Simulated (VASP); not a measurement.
Here is a VASP 6.6.1 calculation.

Contents of INCAR:

```
SYSTEM = AlRu
PREC = Accurate
ENCUT = 520
EDIFF = 1E-6
ISMEAR = 0
SIGMA = 0.1
LREAL = .FALSE.
LASPH = .TRUE.
NELM = 80
ALGO = Normal
ISIF = 2
LWAVE = .FALSE.
LCHARG = .FALSE.
GGA = PE
NBANDS = 16
```

File KPOINTS:

```
regular mesh
0
G
  6 6 4
  0 0 0
```

File POSCAR:

```
AlRu
1.0
    2.8469347900      0.0000000000      0.0000000000
    0.0000000000      2.8469347900      0.0000000000
    0.0000000000      0.0000000000      4.0123125700
Al Ru
1 1
Direct
    0.0000000000      0.0000000000      0.0000000000
    0.5000000000      0.5000000000      0.0000000000
```

Potentials or basis: VASP PAW PBE potentials, release 64 (Al, Ru_pv).

Launch:

```sh
$ cat potpaw_PBE.64/Al/POTCAR potpaw_PBE.64/Ru_pv/POTCAR > POTCAR
$ mpirun -np 1 vasp_std > vasp.out
```

(1) Predict the pressure.

Answers

(1) 92.3 GPa.

Caveat: the k points lie up to 0.39 Å⁻¹ apart.
